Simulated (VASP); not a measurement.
# Rh (P2_1/m) in VASP: single point with PBEsol

Aim: the single point of Rh with PBEsol.

Program: VASP 6.6.1. These are calculated values, not measurements. Logs are shortened: lines on timing, memory, paths and dates and some standing lists are left out, and cuts for length are marked.

## Step 1: The cell of the first run

Symmetry: P2_1/m, No. 11, monoclinic system. Conventional cell: a = 2.731 Å, b = 4.428 Å, c = 2.731 Å, α = 90.00°, β = 120.00°, γ = 90.00°. Within 3.5 Å of Rh (site symmetry m) lie 12 Rh at 2.68 to 2.78 Å.

## Step 2: Single point, PBEsol (atom 1 (Rh) moved by (-0.100, +0.000) A along [1 1 0] and z)

Input file INCAR:

```
PREC = Accurate
ENCUT = 520
EDIFF = 1E-6
ISMEAR = 0
SIGMA = 0.15
LREAL = F
LASPH = T
NELM = 100
ALGO = Fast
ISIF = 2
LWAVE = F
LCHARG = F
GGA = PS
NBANDS = 22
```

Input file KPOINTS:

```
Automatic mesh
0
Gamma
  18 18 12
```

Input file POSCAR:

```
Rh
1.0
    2.7309790422      0.0000000000      0.0000000000
   -1.3654895211      2.3650972278      0.0000000000
    0.0000000000      0.0000000000      4.4284890000
Rh
2
Direct
    0.6258258160      0.3034357556      0.7500000000
    0.3333333333      0.6666666667      0.2500000000
```

Potentials or basis: VASP PAW PBE potentials, release 64 (Rh_pv).

On the command line:

```
$ cat potpaw_PBE.64/Rh_pv/POTCAR > POTCAR
$ mpirun -np 1 vasp_std > vasp.out
```

OUTCAR:

```text
PREC = Accurate
   ENCUT = 520
   EDIFF = 1E-6
   ISMEAR = 0
   LREAL = F
   LASPH = T
   NELM = 100
   ISIF = 2
   GGA = PS

 ion  position               nearest neighbor table
   1  0.626  0.303  0.750-   2 2.68   2 2.68   2 2.71   2 2.71   2 2.78   2 2.78
   2  0.333  0.667  0.250-   1 2.68   1 2.68   1 2.71   1 2.71   1 2.78   1 2.78

  LATTYP: Found a hexagonal cell.
 ALAT       =     2.7309790422
 C/A-ratio  =     1.6215756077

  Lattice vectors:

 A1 = (   2.7309790422,   0.0000000000,   0.0000000000)
 A2 = (  -1.3654895211,   2.3650972278,   0.0000000000)
 A3 = (   0.0000000000,   0.0000000000,   4.4284890000)

Analysis of symmetry for initial positions (statically):
=====================================================================
 Subroutine PRICEL returns:
 Original cell was already a primitive cell.

 Routine SETGRP: Setting up the symmetry group for a
 hexagonal supercell.

 Subroutine GETGRP returns: Found  4 space group operations
 (whereof  1 operations were pure point group operations)
 out of a pool of 24 trial point group operations.

The static configuration has the point symmetry C_1 .
 The point group associated with its full space group is C_2h.

Analysis of symmetry for dynamics (positions and initial velocities):
=====================================================================
 Subroutine PRICEL returns:
 Original cell was already a primitive cell.

 Routine SETGRP: Setting up the symmetry group for a
 hexagonal supercell.

 Subroutine GETGRP returns: Found  4 space group operations
 (whereof  1 operations were pure point group operations)
 out of a pool of 24 trial point group operations.

The dynamic configuration has the point symmetry C_1 .
 The point group associated with its full space group is C_2h.

 Subroutine INISYM returns: Found  4 space group operations
 (whereof  1 operations are pure point group operations),
 and found     1 'primitive' translations

----------------------------------------------------------------------------------------

                                     Primitive cell

  volume of cell :      28.6037

[... 72 lines left out ...]
   total plane-waves  NPLWV =  14400
   dimension x,y,z NGX =    20 NGY =   20 NGZ =   36
   dimension x,y,z NGXF=    40 NGYF=   40 NGZF=   72
   ions per type =               2
   NGX,Y,Z   is equivalent  to a cutoff of  12.17, 12.17, 13.51 a.u.
   NGXF,Y,Z  is equivalent  to a cutoff of  24.35, 24.35, 27.03 a.u.
 SYSTEM =  unknown system
   PREC   = accura    normal or accurate (medium, high low for compatibility)
   ISTART =      0    job   : 0-new  1-cont  2-samecut
   ICHARG =      2    charge: 1-file 2-atom 10-const
   ISPIN  =      1    spin polarized calculation?
   LNONCOLLINEAR =      F non collinear calculations
   LSORBIT =      F    spin-orbit coupling
   LASPH  =      T    aspherical Exc in radial PAW
   ENCUT  =  520.0 eV  38.22 Ry    6.18 a.u.   5.08  5.08  8.23*2*pi/ulx,y,z
   NELM   =    100;   NELMIN=  2; NELMDL= -5     # of ELM steps
   EDIFF  = 0.1E-05   stopping-criterion for ELM
   LREAL  =      F    real-space projection
[... 7 lines left out ...]
   TEBEG  =    0.0;   TEEND  =   0.0 temperature during run
   PSTRESS=    0.0 pullay stress
   NELECT =      30.0000    total number of electrons
   NUPDOWN=      -1.0000    fix difference up-down
   EMIN   =  10.00;   EMAX   =-10.00  energy-range for DOS
   EFERMI =   0.00;   METHOD = LEGACY
   ISMEAR =     0;   SIGMA  =   0.15  broadening in eV -4-tet -1-fermi 0-gaus
   EFERMI_NEDOS =   21; number of points for ismear=-14 and -15
   IALGO  =     68    algorithm
   IMIX   =      4    mixing-type and parameters
     AMIX     =   0.40;   BMIX     =  1.00
     AMIX_MAG =   1.60;   BMIX_MAG =  1.00
  volume/ion in A,a.u.               =      14.30        96.51
  Fermi-wavevector in a.u.,A,eV,Ry     =   1.663314  3.143208 37.642066  2.766614
  Thomas-Fermi vector in A             =   2.750053
   LORBIT       =      0    0 simple, 1 ext, 2 COOP (PROOUT), +10 PAW based schemes
   GGA     = PS    functional components
   LHFCALC =     F    Hartree Fock is set to
   AEXX    =    0.0000 exact exchange contribution
   IVDW    =     0    specifies the selected vdW correction
   LEPSILON=     F    determine dielectric tensor
   LRPA    =     F    only Hartree local field effects (RPA)
 non-spin polarized calculation
 RMM-DIIS sequential band-by-band and
 Gauss-broadening in eV      SIGMA  =   0.15
  energy-cutoff  :      520.00
  volume of cell :       28.60
 maximum number of plane-waves:       785
   NGX = 11   NGY = 11   NGZ = 17

 number of electron      29.9999999 magnetization

 Free energy of the ion-electron system (eV)
  ---------------------------------------------------
  ext. energy  EPLUGINS =         0.00000000
  ---------------------------------------------------
  free energy    TOTEN  =       -16.12821352 eV

  energy without entropy =      -16.08829532  energy(sigma->0) =      -16.10825442

 E-fermi :  11.1268     XC(G=0): -13.9633

 val. band max:       11.1265565790   @ k =  -0.3333   0.3889  -0.2500
 cond. band min:      11.1270374601   @ k =  -0.4444   0.5000  -0.4167
 fundamental gap:      0.0004808811
 Fermi energy:        11.1267810550

 k-point     1 :       0.0000    0.0000    0.0000
  band No.  band energies     occupation
      1     -35.8736      2.00000
      2     -35.3172      2.00000
      3     -35.2656      2.00000
      4     -35.2136      2.00000
      5     -35.2010      2.00000
      6     -35.1973      2.00000
[... 589 lines left out ...]
     21      24.2252      0.00000
     22      25.1490      0.00000

 [... further k-points ...]

------------------------ aborting loop because EDIFF is reached ----------------------------------------

  FORCE on cell =-STRESS in cart. coord.  units (eV):
  Direction    XX          YY          ZZ          XY          YZ          ZX
  --------------------------------------------------------------------------------------
  -------------------------------------------------------------------------------------
  Total       -2.4210418     -2.1915559     -2.5164682     -0.0972411      0.0000000      0.0000000
  in kB     -135.6094448   -122.7552848   -140.9545481     -5.4467504      0.0000000      0.0000000
  external PRESSURE =    -133.1064259 kB  Pullay stress =       0.0000000 kB

 VOLUME and BASIS-vectors are now :
 -----------------------------------------------------------------------------
  energy-cutoff  :      520.00
  volume of cell :       28.60
      direct lattice vectors                 reciprocal lattice vectors
     2.730979042  0.000000000  0.000000000     0.366169049  0.211407799  0.000000000
    -1.365489521  2.365097228  0.000000000     0.000000000  0.422815599  0.000000000
     0.000000000  0.000000000  4.428489000     0.000000000  0.000000000  0.225810655

 POSITION                                       TOTAL-FORCE (eV/Angst)
 -----------------------------------------------------------------------------------
      1.29478      0.71766      3.32137         0.240358      0.259139      0.000000
     -0.00000      1.57673      1.10712        -0.240358     -0.259139      0.000000
 -----------------------------------------------------------------------------------
    total drift:                                0.000002     -0.000007      0.000000

  FREE ENERGIE OF THE ION-ELECTRON SYSTEM (eV)
  ---------------------------------------------------
  free  energy   TOTEN  =       -16.1282135203 eV

  energy  without entropy=      -16.0882953215  energy(sigma->0) =      -16.10825442
```

OSZICAR:

```text
N       E                     dE             d eps       ncg     rms          rms(c)
DAV:   1     0.325668912005E+03    0.32567E+03   -0.19041E+04 50632   0.158E+03
DAV:   2    -0.102045623396E+02   -0.33587E+03   -0.32401E+03 52564   0.473E+02
DAV:   3    -0.173332394106E+02   -0.71287E+01   -0.70860E+01 58936   0.776E+01
DAV:   4    -0.173801775138E+02   -0.46938E-01   -0.46932E-01 56384   0.635E+00
DAV:   5    -0.173809094280E+02   -0.73191E-03   -0.73191E-03 59710   0.822E-01    0.143E+01
RMM:   6    -0.161657415681E+02    0.12152E+01   -0.28648E+00 51846   0.142E+01    0.437E+00
RMM:   7    -0.161362540360E+02    0.29488E-01   -0.11276E-01 53495   0.263E+00    0.198E+00
RMM:   8    -0.161296366160E+02    0.66174E-02   -0.24780E-02 55389   0.156E+00    0.459E-01
RMM:   9    -0.161281892532E+02    0.14474E-02   -0.35996E-03 59220   0.547E-01    0.181E-02
RMM:  10    -0.161282129702E+02   -0.23717E-04   -0.30193E-04 59360   0.179E-01    0.154E-02
RMM:  11    -0.161282142607E+02   -0.12905E-05   -0.40863E-05 60736   0.705E-02    0.559E-03
RMM:  12    -0.161282135203E+02    0.74047E-06   -0.85662E-06 61254   0.320E-02
   1 F= -.16128214E+02 E0= -.16108254E+02  d E =-.399182E-01
```

It took 3.7 min on 1 thread of Intel Xeon 6975P-C (Granite Rapids), shared host; peak memory 0.6 GiB.

What came out:

```
Free energy            : -16.1282 eV
Pressure               : -13.3 GPa
Largest force          : 0.353 eV/Å
Band gap on the k mesh : zero (bands 15 and 16 overlap by 2.40 eV)
```

Forces in eV/Å, atoms in the order of the input:
```
Rh   0.240  0.259  0.000
Rh  -0.240 -0.259  0.000
```

Caveat: the cell differs from its parent crystal (atom 1 (Rh) moved by (-0.100, +0.000) A along [1 1 0] and z); the cell stands under tension; the PAW data sets were made with another functional, which shifts forces and pressure a little.
